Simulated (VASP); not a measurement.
# In2Te2O (P4/nmm) in VASP: single point with PBE

Aim: the single point of In2Te2O with PBE.

All numbers are computed with VASP 6.6.1; they aren't measurements. Logs are shortened: lines on timing, memory, paths and dates and some standing lists are left out, and cuts for length are marked.

## 1. The cell of the first run

Symmetry: P4/nmm, No. 129, tetragonal system. Conventional cell: a = 3.947 Å, b = 3.947 Å, c = 17.061 Å, α = 90.00°, β = 90.00°, γ = 90.00°. Within 3.7 Å of In (site symmetry 4mm) lie 5 Te at 2.84 to 2.99 Å. In (site symmetry 4mm) has 4 O at 2.24 Å within 3.0 Å. Te (site symmetry 4mm) has 5 In at 2.84 to 3.33 Å and 4 O at 3.48 Å within 3.7 Å. Te (site symmetry 4mm) has 4 In at 2.99 Å and 4 Te at 3.95 Å within 4.0 Å. O (site symmetry -4m2) has 4 In at 2.24 Å and 4 O at 2.79 Å within 3.0 Å.

## 2. Single point, PBE

Contents of INCAR:

```
SYSTEM = In2Te2O
  ALGO = Normal
  EDIFF = 1E-6
  ENCUT = 520
  GGA = PE
  ISIF = 2
  ISMEAR = 0
  LASPH = .True.
  LCHARG = .False.
  LREAL = .False.
  LWAVE = .False.
  NBANDS = 55
  NELM = 80
  PREC = Accurate
  SIGMA = 0.1
```

Contents of KPOINTS:

```
k-points
0
Gamma
  8 8 2
  0 0 0
```

Contents of POSCAR:

```
In2Te2O
1.0
    3.9474774941      0.0000000000      0.0000000000
    0.0000000000      3.9474774941      0.0000000000
    0.0000000000      0.0000000000     17.0608923650
In Te O
4 4 2
Direct
    0.5000000000      0.0000000000      0.6658968933
    0.0000000000      0.5000000000      0.9385315330
    0.5000000000      0.0000000000      0.0614684670
    0.0000000000      0.5000000000      0.3341031067
    0.5000000000      0.0000000000      0.8323045294
    0.0000000000      0.5000000000      0.6032842620
    0.0000000000      0.5000000000      0.1676954706
    0.5000000000      0.0000000000      0.3967157380
    0.5000000000      0.5000000000      0.0000000000
    0.0000000000      0.0000000000      0.0000000000
```

Potentials or basis: VASP PAW PBE potentials, release 64 (In_d, Te, O).

The run is started by

```sh
$ cat potpaw_PBE.64/In_d/POTCAR potpaw_PBE.64/Te/POTCAR potpaw_PBE.64/O/POTCAR > POTCAR
$ mpirun -np 1 vasp_std > vasp.out
```

OUTCAR:

```text
SYSTEM = In2Te2O
   EDIFF = 1E-6
   ENCUT = 520
   GGA = PE
   ISIF = 2
   ISMEAR = 0
   LASPH = .True.
   LREAL = .False.
   NELM = 80
   PREC = Accurate

 ion  position               nearest neighbor table
   1  0.500  0.000  0.666-   5 2.84   6 2.99   6 2.99   6 2.99   6 2.99
   2  0.000  0.500  0.939-   9 2.24  10 2.24  10 2.24   9 2.24   5 3.33   5 3.33   5 3.33   5 3.33
                             3 3.49   3 3.49   3 3.49   3 3.49
   3  0.500  0.000  0.061-   9 2.24  10 2.24   9 2.24  10 2.24   7 3.33   7 3.33   7 3.33   7 3.33
                             2 3.49   2 3.49   2 3.49   2 3.49
   4  0.000  0.500  0.334-   7 2.84   8 2.99   8 2.99   8 2.99   8 2.99
   5  0.500  0.000  0.832-   1 2.84   2 3.33   2 3.33   2 3.33   2 3.33
   6  0.000  0.500  0.603-   1 2.99   1 2.99   1 2.99   1 2.99
   7  0.000  0.500  0.168-   4 2.84   3 3.33   3 3.33   3 3.33   3 3.33
   8  0.500  0.000  0.397-   4 2.99   4 2.99   4 2.99   4 2.99
   9  0.500  0.500  0.000-   2 2.24   3 2.24   3 2.24   2 2.24
  10  0.000  0.000  0.000-   2 2.24   3 2.24   2 2.24   3 2.24

  LATTYP: Found a simple tetragonal cell.
 ALAT       =     3.9474774941
 C/A-ratio  =     4.3219733084

  Lattice vectors:

 A1 = (   3.9474774941,   0.0000000000,   0.0000000000)
 A2 = (   0.0000000000,   3.9474774941,   0.0000000000)
 A3 = (   0.0000000000,   0.0000000000,  17.0608923650)

Analysis of symmetry for initial positions (statically):
=====================================================================
 Subroutine PRICEL returns:
 Original cell was already a primitive cell.

 Routine SETGRP: Setting up the symmetry group for a
 simple tetragonal supercell.

 Subroutine GETGRP returns: Found 16 space group operations
 (whereof  8 operations were pure point group operations)
 out of a pool of 16 trial point group operations.

The static configuration has the point symmetry D_2d.
 The point group associated with its full space group is D_4h.

Analysis of symmetry for dynamics (positions and initial velocities):
=====================================================================
 Subroutine PRICEL returns:
 Original cell was already a primitive cell.

 Routine SETGRP: Setting up the symmetry group for a
 simple tetragonal supercell.

 Subroutine GETGRP returns: Found 16 space group operations
 (whereof  8 operations were pure point group operations)
 out of a pool of 16 trial point group operations.

The dynamic configuration has the point symmetry D_2d.
 The point group associated with its full space group is D_4h.

 Subroutine INISYM returns: Found 16 space group operations
 (whereof  8 operations are pure point group operations),
 and found     1 'primitive' translations

----------------------------------------------------------------------------------------

                                     Primitive cell

  volume of cell :     265.8527

  direct lattice vectors                    reciprocal lattice vectors
     3.947477494  0.000000000  0.000000000     0.253326333  0.000000000  0.000000000
     0.000000000  3.947477494  0.000000000     0.000000000  0.253326333  0.000000000
     0.000000000  0.000000000 17.060892365     0.000000000  0.000000000  0.058613581

  length of vectors
     3.947477494  3.947477494 17.060892365     0.253326333  0.253326333  0.058613581

  position of ions in fractional coordinates (direct lattice)
     0.500000000  0.000000000  0.665896893
     0.000000000  0.500000000  0.938531533
     0.500000000  0.000000000  0.061468467
     0.000000000  0.500000000  0.334103107
     0.500000000  0.000000000  0.832304529
     0.000000000  0.500000000  0.603284262
     0.000000000  0.500000000  0.167695471
     0.500000000  0.000000000  0.396715738
     0.500000000  0.500000000  0.000000000
     0.000000000  0.000000000  0.000000000

  ion indices of the primitive-cell ions
   primitive index   ion index
                 1           1
                 2           2
                 3           3
                 4           4
                 5           5
                 6           6
                 7           7
                 8           8
                 9           9
                10          10

----------------------------------------------------------------------------------------

 KPOINTS: k-points

Automatic generation of k-mesh.
 Grid dimensions read from file:
 generate k-points for:    8    8    2

 Generating k-lattice:

  Cartesian coordinates                     Fractional coordinates (reciprocal lattice)
     0.031665792  0.000000000  0.000000000     0.125000000  0.000000000  0.000000000
     0.000000000  0.031665792  0.000000000     0.000000000  0.125000000  0.000000000
     0.000000000  0.000000000  0.029306791     0.000000000  0.000000000  0.500000000

  Length of vectors
     0.031665792  0.031665792  0.029306791

  Shift w.r.t. Gamma in fractional coordinates (k-lattice)
     0.000000000  0.000000000  0.000000000

 Subroutine IBZKPT returns following result:
 ===========================================

 Found     30 irreducible k-points:

 Following reciprocal coordinates:
            Coordinates               Weight
  0.000000  0.000000  0.000000      1.000000
  0.125000  0.000000  0.000000      4.000000
  0.250000  0.000000  0.000000      4.000000
  0.375000  0.000000  0.000000      4.000000
  0.500000  0.000000  0.000000      2.000000
  0.125000  0.125000  0.000000      4.000000
[... 16 lines left out ...]
  0.375000  0.125000  0.500000      8.000000
  0.500000  0.125000  0.500000      4.000000
 [... further k-points ...]
   k-points           NKPTS =     30   k-points in BZ     NKDIM =     30   number of bands    NBANDS=     55
   number of dos      NEDOS =    301   number of ions     NIONS =     10
   total plane-waves  NPLWV = 115200
   dimension x,y,z NGX =    30 NGY =   30 NGZ =  128
   dimension x,y,z NGXF=    60 NGYF=   60 NGZF=  256
   ions per type =               4   4   2
   NGX,Y,Z   is equivalent  to a cutoff of  12.63, 12.63, 12.47 a.u.
   NGXF,Y,Z  is equivalent  to a cutoff of  25.27, 25.27, 24.95 a.u.
 SYSTEM =  In2Te2O
   PREC   = accura    normal or accurate (medium, high low for compatibility)
   ISTART =      0    job   : 0-new  1-cont  2-samecut
   ICHARG =      2    charge: 1-file 2-atom 10-const
   ISPIN  =      1    spin polarized calculation?
   LNONCOLLINEAR =      F non collinear calculations
   LSORBIT =      F    spin-orbit coupling
   LASPH  =      T    aspherical Exc in radial PAW
   ENCUT  =  520.0 eV  38.22 Ry    6.18 a.u.   7.34  7.34 31.72*2*pi/ulx,y,z
   NELM   =     80;   NELMIN=  2; NELMDL= -5     # of ELM steps
   EDIFF  = 0.1E-05   stopping-criterion for ELM
   LREAL  =      F    real-space projection
   EDIFFG = 0.1E-04   stopping-criterion for IOM
   NSW    =      0    number of steps for IOM
   IBRION =     -1    ionic relax: 0-MD 1-quasi-New 2-CG
   NFREE  =      0    steps in history (QN), initial steepest desc. (CG)
   ISIF   =      2    stress and relaxation
   ISYM   =      2    0-nonsym 1-usesym 2-fastsym
   POTIM  = 0.5000    time-step for ionic-motion
   TEBEG  =    0.0;   TEEND  =   0.0 temperature during run
   PSTRESS=    0.0 pullay stress
   NELECT =      88.0000    total number of electrons
   NUPDOWN=      -1.0000    fix difference up-down
   EMIN   =  10.00;   EMAX   =-10.00  energy-range for DOS
   EFERMI =   0.00;   METHOD = LEGACY
   ISMEAR =     0;   SIGMA  =   0.10  broadening in eV -4-tet -1-fermi 0-gaus
   EFERMI_NEDOS =   21; number of points for ismear=-14 and -15
   IALGO  =     38    algorithm
   IMIX   =      4    mixing-type and parameters
     AMIX     =   0.40;   BMIX     =  1.00
     AMIX_MAG =   1.60;   BMIX_MAG =  1.00
  volume/ion in A,a.u.               =      26.59       179.41
  Fermi-wavevector in a.u.,A,eV,Ry     =   1.132458  2.140035 17.448937  1.282461
  Thomas-Fermi vector in A             =   2.269159
   LORBIT       =      0    0 simple, 1 ext, 2 COOP (PROOUT), +10 PAW based schemes
   GGA     = PE    functional components
   LHFCALC =     F    Hartree Fock is set to
   AEXX    =    0.0000 exact exchange contribution
   IVDW    =     0    specifies the selected vdW correction
   LEPSILON=     F    determine dielectric tensor
   LRPA    =     F    only Hartree local field effects (RPA)
 non-spin polarized calculation
 Gauss-broadening in eV      SIGMA  =   0.10
  energy-cutoff  :      520.00
  volume of cell :      265.85
 maximum number of plane-waves:      7248
 NGX is ok and might be reduce to    30
   NGX = 15   NGY = 15   NGZ = 63

 number of electron      88.0000009 magnetization

 Free energy of the ion-electron system (eV)
  ---------------------------------------------------
  ext. energy  EPLUGINS =         0.00000000
  ---------------------------------------------------
  free energy    TOTEN  =       -37.86703308 eV

  energy without entropy =      -37.84430873  energy(sigma->0) =      -37.85567090

 E-fermi :   5.5324     XC(G=0):  -9.3649

 val. band max:        5.5254331687   @ k =   0.0000   0.0000   0.5000
 cond. band min:       5.5523631470   @ k =   0.2500   0.0000   0.5000
 fundamental gap:      0.0269299783
 Fermi energy:         5.5323977698

 k-point     1 :       0.0000    0.0000    0.0000
  band No.  band energies     occupation
      1     -13.3288      2.00000
      2     -12.4577      2.00000
      3      -9.1369      2.00000
      4      -9.1359      2.00000
      5      -9.0633      2.00000
      6      -9.0633      2.00000
[... 47 lines left out ...]
     54      10.5486      0.00000
     55      11.2200      0.00000

 k-point     2 :       0.1250    0.0000    0.0000
  band No.  band energies     occupation
      1     -13.2854      2.00000
      2     -12.4798      2.00000
      3      -9.1303      2.00000
      4      -9.1293      2.00000
      5      -9.0554      2.00000
      6      -9.0553      2.00000
[... 47 lines left out ...]
     54      10.7143      0.00000
     55      11.1365      0.00000

 k-point     3 :       0.2500    0.0000    0.0000
  band No.  band energies     occupation
      1     -13.1661      2.00000
      2     -12.5482      2.00000
      3      -9.1163      2.00000
      4      -9.1154      2.00000
      5      -9.0432      2.00000
      6      -9.0431      2.00000
[... 1152 lines left out ...]
 k-point    23 :       0.3750    0.1250    0.5000
  band No.  band energies     occupation
      1     -12.9742      2.00000
      2     -12.6644      2.00000
      3      -9.1004      2.00000
      4      -9.0992      2.00000
      5      -9.0761      2.00000
      6      -9.0751      2.00000
[... 47 lines left out ...]
     54      10.7562      0.00000
     55      10.8201      0.00000

 k-point    24 :       0.5000    0.1250    0.5000
  band No.  band energies     occupation
      1     -12.8087      2.00000
      2     -12.8087      2.00000
      3      -9.0917      2.00000
      4      -9.0917      2.00000
      5      -9.0885      2.00000
      6      -9.0885      2.00000
[... 47 lines left out ...]
     54      10.7312      0.00000
     55      11.4747      0.00000

 [... further k-points ...]
[... 5 lines left out ...]
  --------------------------------------------------------------------------------------
  -------------------------------------------------------------------------------------
  Total        0.1025288      0.1025288      0.0753909      0.0000000      0.0000000      0.0000000
  in kB        0.6178962      0.6178962      0.4543479      0.0000000      0.0000000      0.0000000
  external PRESSURE =       0.5633801 kB  Pullay stress =       0.0000000 kB

 VOLUME and BASIS-vectors are now :
 -----------------------------------------------------------------------------
  energy-cutoff  :      520.00
  volume of cell :      265.85
      direct lattice vectors                 reciprocal lattice vectors
     3.947477494  0.000000000  0.000000000     0.253326333  0.000000000  0.000000000
     0.000000000  3.947477494  0.000000000     0.000000000  0.253326333  0.000000000
     0.000000000  0.000000000 17.060892365     0.000000000  0.000000000  0.058613581

 POSITION                                       TOTAL-FORCE (eV/Angst)
 -----------------------------------------------------------------------------------
      1.97374      0.00000     11.36080         0.000000      0.000000      0.001821
      0.00000      1.97374     16.01219         0.000000      0.000000     -0.031146
      1.97374      0.00000      1.04871         0.000000     -0.000000      0.031146
      0.00000      1.97374      5.70010         0.000000      0.000000     -0.001821
      1.97374      0.00000     14.19986        -0.000000      0.000000      0.003937
      0.00000      1.97374     10.29257         0.000000      0.000000     -0.006580
      0.00000      1.97374      2.86103         0.000000      0.000000     -0.003937
      1.97374      0.00000      6.76832         0.000000     -0.000000      0.006580
      1.97374      1.97374      0.00000         0.000000      0.000000      0.000000
      0.00000      0.00000      0.00000         0.000000     -0.000000      0.000000
 -----------------------------------------------------------------------------------
    total drift:                                0.000000      0.000000      0.000000

  FREE ENERGIE OF THE ION-ELECTRON SYSTEM (eV)
  ---------------------------------------------------
  free  energy   TOTEN  =       -37.8670330805 eV

  energy  without entropy=      -37.8443087251  energy(sigma->0) =      -37.85567090
```

Wall time 11 min (1 thread of Intel Xeon Platinum 8259CL at 2.50GHz (Skylake/Cascade Lake), shared host); peak memory 0.55 GiB.

Results:

```yaml
Free_energy: -37.8670 eV
Pressure: 0.1 GPa
Largest_force: 0.031 eV/Å
Band_gap_on_the_k_mesh: zero (bands 44 and 45 overlap by 1.19 eV)
```

Forces in eV/Å, atoms in the order of the input:
```
In   0.000  0.000  0.002
In   0.000  0.000 -0.031
In   0.000  0.000  0.031
In   0.000  0.000 -0.002
Te   0.000  0.000  0.004
Te   0.000  0.000 -0.007
Te   0.000  0.000 -0.004
Te   0.000  0.000  0.007
O    0.000  0.000  0.000
O    0.000  0.000  0.000
```

Caveat: spin-orbit coupling is left out, which moves the levels of the heavy elements; this functional lacks dispersion, which binds layers or chains, so the pressure and a relaxed spacing across them are unreliable.

The gap in the log of VASP goes by the Fermi energy; the results here count the filled bands.